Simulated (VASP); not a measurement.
A run of VASP 6.6.1:

File INCAR:

```
SYSTEM = MgS
ALGO = Normal ; EDIFF = 1E-6
EDIFFG = -0.01 ; ENCUT = 600
GGA = PE ; IBRION = 2
ISIF = 3 ; ISMEAR = 0
LASPH = .TRUE. ; LCHARG = .FALSE.
LREAL = .FALSE. ; LWAVE = .FALSE.
NELM = 60 ; NSW = 65
PREC = Accurate ; SIGMA = 0.02
```

Contents of KPOINTS:

```
k-points
0
G
  9 9 2
  0 0 0
```

POSCAR

```
MgS
1.0
    4.0544445329      0.0000000000      0.0000000000
   -2.0272222664      3.5112519637      0.0000000000
    0.0000000000      0.0000000000     12.9828606348
Mg S
4 4
Direct
    0.0000000000      0.0000000000      0.0000000000
    0.3333333333      0.6666666667      0.2500000000
    0.6666666667      0.3333333333      0.5000000000
    0.3333333333      0.6666666667      0.7500000000
    0.0000000000      0.0000000000      0.1875000000
    0.3333333333      0.6666666667      0.4375000000
    0.6666666667      0.3333333333      0.6875000000
    0.3333333333      0.6666666667      0.9375000000
```

Potentials or basis: VASP PAW PBE potentials, release 64 (Mg, S).

Command:

```console
$ cat potpaw_PBE.64/Mg/POTCAR potpaw_PBE.64/S/POTCAR > POTCAR
$ mpirun -np 1 vasp_std > vasp.out
```

Hardware: 1 thread of Intel(R) Xeon(R) Platinum 8124M CPU @ 3.00GHz (Skylake/Cascade Lake), with other jobs on the host.

Q: Estimate the wall time of this run.

A: Wall time 4.6 min on 1 thread of Intel(R) Xeon(R) Platinum 8124M CPU @ 3.00GHz (Skylake/Cascade Lake) (shared host), peak memory 0.39 GiB. Counts: scf iterations 40, k points 24, ion steps 6.
